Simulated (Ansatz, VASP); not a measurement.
Pd: VASP beside Ansatz

```
Pd
1.0
     2.75535    0.00000    0.00000
    -1.37768    2.38620    0.00000
     0.00000    0.00000    4.60535
Pd
2
Cartesian
  0.0000 1.5908 1.1513
  1.3777 0.7954 3.4540
```

Alike in both runs: task single point; functional BLYP; k mesh 14 × 14 × 8; occupations fermi-dirac, width 0.1 eV; no spin polarisation.

|  | VASP | Ansatz |
| --- | --- | --- |
| version | VASP 6.6.1 | Ansatz 0.2.0 |
| potentials or method | VASP PAW PBE potentials, release 64 (Pd), cutoff 520 eV | plane waves (420 eV) with PAW, scalar-relativistic |
| valence electrons in the cell | 20 | 36 |

VASP gave:

| Quantity | Value |
| --- | --- |
| pressure (GPa) | 14.2 |
| traceless stress, the component that is largest in VASP (GPa) | -0.71 |

**Question.** What did Ansatz give for the same quantities?

**Answer.** Pressure (GPa): 13.8; traceless stress, the component that is largest in VASP (GPa): -0.64.

VASP's potentials were made for PBE, not for BLYP. VASP's potentials hold 20 valence electrons a cell and Ansatz's 36, so a difference there can come from the potentials and not from the codes.
